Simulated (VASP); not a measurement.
# Zn (Pm-3m) in VASP: notebook

Runs on Zn. Level: PBE. Tasks: single point.

All numbers are computed with VASP 6.6.1; they aren't measurements. Logs are shortened: lines on timing, memory, paths and dates and some standing lists are left out, and cuts for length are marked.

## Step 1: The cell of the first run

It takes space group Pm-3m (No. 221, cubic). Conventional cell: a = 2.614 Å, b = 2.614 Å, c = 2.614 Å, α = 90.00°, β = 90.00°, γ = 90.00°. Zn (site symmetry m-3m) has 6 Zn at 2.61 Å within 3.4 Å.

## Step 2: Single point, PBE

Input file INCAR:

```
PREC = Accurate
ENCUT = 520
EDIFF = 1E-6
ISMEAR = -1
SIGMA = 0.06122561905347299
LREAL = F
LASPH = T
NELM = 80
ALGO = Normal
ISIF = 2
LWAVE = F
LCHARG = F
GGA = PE
NBANDS = 12
```

Input file KPOINTS:

```
regular mesh
0
Gamma
  14 14 14
```

Input file POSCAR:

```
Zn
1.0
    2.6135686615      0.0000000000      0.0000000000
    0.0000000000      2.6135686615      0.0000000000
    0.0000000000      0.0000000000      2.6135686615
Zn
1
Direct
    0.0000000000      0.0000000000      0.0000000000
```

Potentials or basis: VASP PAW PBE potentials, release 64 (Zn).

Launch:

```
$ cat potpaw_PBE.64/Zn/POTCAR > POTCAR
$ mpirun -np 1 vasp_std > vasp.out
```

OUTCAR:

```text
PREC = Accurate
   ENCUT = 520
   EDIFF = 1E-6
   ISMEAR = -1
   LREAL = F
   LASPH = T
   NELM = 80
   ISIF = 2
   GGA = PE

 ion  position               nearest neighbor table
   1  0.000  0.000  0.000-

  LATTYP: Found a simple cubic cell.
 ALAT       =     2.6135686615

  Lattice vectors:

 A1 = (   2.6135686615,   0.0000000000,   0.0000000000)
 A2 = (   0.0000000000,   2.6135686615,   0.0000000000)
 A3 = (   0.0000000000,   0.0000000000,   2.6135686615)

Analysis of symmetry for initial positions (statically):
=====================================================================
 Subroutine PRICEL returns:
 Original cell was already a primitive cell.

 Routine SETGRP: Setting up the symmetry group for a
 simple cubic supercell.

 Subroutine GETGRP returns: Found 48 space group operations
 (whereof 48 operations were pure point group operations)
 out of a pool of 48 trial point group operations.

The static configuration has the point symmetry O_h .

Analysis of symmetry for dynamics (positions and initial velocities):
=====================================================================
 Subroutine PRICEL returns:
 Original cell was already a primitive cell.

 Routine SETGRP: Setting up the symmetry group for a
 simple cubic supercell.

 Subroutine GETGRP returns: Found 48 space group operations
 (whereof 48 operations were pure point group operations)
 out of a pool of 48 trial point group operations.

The dynamic configuration has the point symmetry O_h .

 Subroutine INISYM returns: Found 48 space group operations
 (whereof 48 operations are pure point group operations),
 and found     1 'primitive' translations

----------------------------------------------------------------------------------------

                                     Primitive cell

  volume of cell :      17.8526

  direct lattice vectors                    reciprocal lattice vectors
     2.613568662  0.000000000  0.000000000     0.382618607  0.000000000  0.000000000
     0.000000000  2.613568662  0.000000000     0.000000000  0.382618607  0.000000000
     0.000000000  0.000000000  2.613568662     0.000000000  0.000000000  0.382618607

  length of vectors
     2.613568662  2.613568662  2.613568662     0.382618607  0.382618607  0.382618607

[... 77 lines left out ...]
   NELM   =     80;   NELMIN=  2; NELMDL= -5     # of ELM steps
   EDIFF  = 0.1E-05   stopping-criterion for ELM
   LREAL  =      F    real-space projection
   EDIFFG = 0.1E-04   stopping-criterion for IOM
   NSW    =      0    number of steps for IOM
   IBRION =     -1    ionic relax: 0-MD 1-quasi-New 2-CG
   NFREE  =      0    steps in history (QN), initial steepest desc. (CG)
   ISIF   =      2    stress and relaxation
   ISYM   =      2    0-nonsym 1-usesym 2-fastsym
   POTIM  = 0.5000    time-step for ionic-motion
   TEBEG  =    0.0;   TEEND  =   0.0 temperature during run
   PSTRESS=    0.0 pullay stress
   NELECT =      12.0000    total number of electrons
   NUPDOWN=      -1.0000    fix difference up-down
   EMIN   =  10.00;   EMAX   =-10.00  energy-range for DOS
   EFERMI =   0.00;   METHOD = LEGACY
   ISMEAR =    -1;   SIGMA  =   0.06  broadening in eV -4-tet -1-fermi 0-gaus
   EFERMI_NEDOS =   21; number of points for ismear=-14 and -15
   IALGO  =     38    algorithm
   IMIX   =      4    mixing-type and parameters
     AMIX     =   0.40;   BMIX     =  1.00
     AMIX_MAG =   1.60;   BMIX_MAG =  1.00
  volume/ion in A,a.u.               =      17.85       120.48
  Fermi-wavevector in a.u.,A,eV,Ry     =   1.434062  2.709985 27.980850  2.056534
  Thomas-Fermi vector in A             =   2.553512
   LORBIT       =      0    0 simple, 1 ext, 2 COOP (PROOUT), +10 PAW based schemes
   GGA     = PE    functional components
   LHFCALC =     F    Hartree Fock is set to
   AEXX    =    0.0000 exact exchange contribution
   IVDW    =     0    specifies the selected vdW correction
   LEPSILON=     F    determine dielectric tensor
   LRPA    =     F    only Hartree local field effects (RPA)
 non-spin polarized calculation
  energy-cutoff  :      520.00
  volume of cell :       17.85
 maximum number of plane-waves:       500
 NGX is ok and might be reduce to    20
   NGX =  9   NGY =  9   NGZ =  9

 number of electron      11.9999983 magnetization

 Free energy of the ion-electron system (eV)
  ---------------------------------------------------
  ext. energy  EPLUGINS =         0.00000000
  ---------------------------------------------------
  free energy    TOTEN  =        -0.88293196 eV

  energy without entropy =       -0.87805285  energy(sigma->0) =       -0.88049241

 E-fermi :   1.8331     XC(G=0): -10.6634

 val. band max:        1.8230421574   @ k =   0.4286   0.3571   0.2857
 cond. band min:       1.8873140347   @ k =   0.5000   0.2857   0.2857
 fundamental gap:      0.0642718773
 Fermi energy:         1.8330632642

 k-point     1 :       0.0000    0.0000    0.0000
  band No.  band energies     occupation
      1      -7.1993      2.00000
      2      -6.0572      2.00000
      3      -6.0572      2.00000
      4      -4.8708      2.00000
      5      -4.8708      2.00000
      6      -4.8708      2.00000
      7      14.2521      0.00000
      8      14.2521      0.00000
      9      14.2521      0.00000
     10      17.1744      0.00000
     11      17.1744      0.00000
     12      19.9387      0.00000
[... 331 lines left out ...]
 k-point    24 :       0.3571    0.2143    0.0000
  band No.  band energies     occupation
      1      -5.8812      2.00000
      2      -5.5485      2.00000
      3      -5.3961      2.00000
      4      -5.1321      2.00000
      5      -4.9732      2.00000
      6      -2.9241      2.00000
      7       3.7588      0.00000
      8      10.3571      0.00000
      9      16.8066      0.00000
     10      18.4538      0.00000
     11      21.0141      0.00000
     12      26.1803      0.00000

 [... further k-points ...]
[... 5 lines left out ...]
  --------------------------------------------------------------------------------------
  -------------------------------------------------------------------------------------
  Total        0.1290378      0.1290378      0.1290378     -0.0000000     -0.0000000      0.0000000
  in kB       11.5804608     11.5804608     11.5804608     -0.0000000     -0.0000000      0.0000000
  external PRESSURE =      11.5804608 kB  Pullay stress =       0.0000000 kB

 VOLUME and BASIS-vectors are now :
 -----------------------------------------------------------------------------
  energy-cutoff  :      520.00
  volume of cell :       17.85
      direct lattice vectors                 reciprocal lattice vectors
     2.613568662  0.000000000  0.000000000     0.382618607  0.000000000  0.000000000
     0.000000000  2.613568662  0.000000000     0.000000000  0.382618607  0.000000000
     0.000000000  0.000000000  2.613568662     0.000000000  0.000000000  0.382618607

 POSITION                                       TOTAL-FORCE (eV/Angst)
 -----------------------------------------------------------------------------------
      0.00000      0.00000      0.00000         0.000000      0.000000      0.000000
 -----------------------------------------------------------------------------------
    total drift:                               -0.000000      0.000000      0.000000

  FREE ENERGIE OF THE ION-ELECTRON SYSTEM (eV)
  ---------------------------------------------------
  free  energy   TOTEN  =        -0.8829319584 eV

  energy  without entropy=       -0.8780528516  energy(sigma->0) =       -0.88049241
```

OSZICAR:

```text
N       E                     dE             d eps       ncg     rms          rms(c)
DAV:   1     0.437154619591E+02    0.43715E+02   -0.65089E+03  2928   0.150E+03
DAV:   2     0.448261473732E+00   -0.43267E+02   -0.40769E+02  2956   0.212E+02
DAV:   3    -0.958478188058E+00   -0.14067E+01   -0.14050E+01  3364   0.383E+01
DAV:   4    -0.962542505082E+00   -0.40643E-02   -0.40641E-02  3164   0.210E+00
DAV:   5    -0.962546509345E+00   -0.40043E-05   -0.40042E-05  3348   0.624E-02    0.209E+00
DAV:   6    -0.889044237036E+00    0.73502E-01   -0.37831E-01  3372   0.120E+01    0.159E+00
DAV:   7    -0.884855041407E+00    0.41892E-02   -0.79579E-03  3128   0.162E+00    0.797E-01
DAV:   8    -0.882923757818E+00    0.19313E-02   -0.12809E-03  3308   0.409E-01    0.261E-02
DAV:   9    -0.882930436463E+00   -0.66786E-05   -0.71272E-05  3688   0.950E-02    0.179E-02
DAV:  10    -0.882932109258E+00   -0.16728E-05   -0.30022E-06  3036   0.215E-02    0.165E-03
DAV:  11    -0.882931958433E+00    0.15083E-06   -0.16472E-07  1616   0.755E-03
   1 F= -.88293196E+00 E0= -.88049241E+00  d E =-.487911E-02
```

It took 21 s on 1 thread of Intel Xeon 8259CL, shared host; peak memory 0.14 GiB.

What came out:

- Free energy: -0.8829 eV
- Pressure: 1.2 GPa
- Band gap on the k mesh: zero (band 6 reaches 7.46 eV, above the bottom of band 7 at -0.95 eV)

Levels at points of the mesh, in eV from the Fermi level:
```
           k point  band 2  band 3  band 4  band 5  band 6  band 7  band 8  band 9  band 10  band 11
(0.00, 0.00, 0.00)   -7.89   -7.89   -6.70   -6.70   -6.70   12.42   12.42   12.42    15.34    15.34
(0.50, 0.00, 0.00)   -7.68   -7.05   -7.05   -6.67   -2.83   -2.78   16.96   16.96    19.48    19.58
(0.50, 0.50, 0.00)   -7.57   -6.99   -6.99   -6.43    1.45    1.45    2.65    6.24    21.96    23.82
(0.50, 0.50, 0.50)   -7.62   -7.62   -6.41   -6.41    5.63    5.63    5.63    9.79    10.78    10.78
```

## Step 3: Single point, PBE

This run uses another cell than the first one, of 18.22 Å³/atom, 1.020 times its volume.

Input file INCAR:

```
SYSTEM = Zn
  ALGO = Normal
  EDIFF = 1E-6
  ENCUT = 520
  GGA = PE
  ISIF = 2
  ISMEAR = -1
  LASPH = .TRUE.
  LCHARG = .FALSE.
  LREAL = .FALSE.
  LWAVE = .FALSE.
  NBANDS = 12
  NELM = 60
  PREC = Accurate
  SIGMA = 0.06122561905347299
```

Input file KPOINTS:

```
k-points
0
G
  14 14 14
  0 0 0
```

Input file POSCAR:

```
Zn
1.0
    2.6312284449      0.0000000000      0.0000000000
    0.0000000000      2.6312284449      0.0000000000
    0.0000000000      0.0000000000      2.6312284449
Zn
1
Direct
    0.0000000000      0.0000000000      0.0000000000
```

Potentials or basis: VASP PAW PBE potentials, release 64 (Zn).

Launch:

```
$ cat potpaw_PBE.64/Zn/POTCAR > POTCAR
$ mpirun -np 1 vasp_std > vasp.out
```

It took 18 s on 1 thread of Intel Xeon 8259CL, shared host; peak memory 0.14 GiB.

The run converged. Its results:

| Quantity | Value |
| --- | --- |
| Free energy | -0.8844 eV |
| Pressure | 0.1 GPa |
| Band gap on the k mesh | zero (band 6 reaches 7.27 eV, above the bottom of band 7 at -0.98 eV) |

Levels at points of the mesh, in eV from the Fermi level:
| k point | band 2 | band 3 | band 4 | band 5 | band 6 | band 7 | band 8 | band 9 | band 10 | band 11 |
| --- | --- | --- | --- | --- | --- | --- | --- | --- | --- | --- |
| (0.00, 0.00, 0.00) | -7.83 | -7.83 | -6.68 | -6.68 | -6.68 | 12.26 | 12.26 | 12.26 | 15.17 | 15.17 |
| (0.50, 0.00, 0.00) | -7.61 | -7.01 | -7.01 | -6.65 | -2.84 | -2.69 | 16.70 | 16.70 | 19.26 | 19.41 |
| (0.50, 0.50, 0.00) | -7.52 | -6.96 | -6.96 | -6.41 | 1.46 | 1.46 | 2.53 | 6.20 | 21.56 | 23.56 |
| (0.50, 0.50, 0.50) | -7.56 | -7.56 | -6.40 | -6.40 | 5.56 | 5.56 | 5.56 | 9.48 | 10.68 | 10.68 |

[end of part 1 of 2]
